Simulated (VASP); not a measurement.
## Co: single point with LDA

Crystal: Co.

```
Co
1.0
     2.51900    0.00000    0.00000
    -1.25950    2.18152    0.00000
     0.00000    0.00000    4.09100
Co
2
Cartesian
  0.0000 1.4543 1.0228
  1.2595 0.7272 3.0682
```

```json
{
  "Program": "VASP 6.6.1",
  "Task": "single point",
  "Functional": "LDA",
  "Potentials or basis": "VASP PAW LDA potentials, release 64 (Co)",
  "Cutoff": "520 eV",
  "k mesh": "9 × 9 × 4",
  "Occupations": "gaussian, width 0.1 eV",
  "Spin": "collinear spin, ferromagnetic start",
  "Starting moments": "[3.0, 3.0] μB"
}
```

- Pressure: -25.3 GPa
- Net moment: 3.05 μB per cell
- Site moments: Co +1.53 μB
- Valence electrons inside the program's atomic spheres: Co 8.22

Stress tensor (GPa, compression positive):
```
-24.85   0.00   0.00
  0.00 -24.85   0.00
  0.00   0.00 -26.13
```

Levels at points of the mesh, in eV from the Fermi level:
Spin up:
```
           k point  band 8  band 9  band 10  band 11  band 12  band 13
(0.00, 0.00, 0.00)   -1.71   -1.71    -0.67    -0.67    -0.11     6.07
(0.00, 0.00, 0.50)   -2.42   -0.97    -0.97    -0.97    -0.97    14.53
```
Spin down:
```csv
k point,band 6,band 7,band 8,band 9,band 10,band 11
"(0.00, 0.00, 0.00)",-0.63,-0.63,-0.21,-0.21,0.04,0.93
"(0.00, 0.00, 0.50)",-1.03,-1.03,-1.03,0.60,0.60,0.60
```

It took 21 s on 1 thread of Intel Xeon 6975P-C, on a shared host, peak memory 0.14 GiB.

Caveat: the k points lie up to 0.38 Å⁻¹ apart.
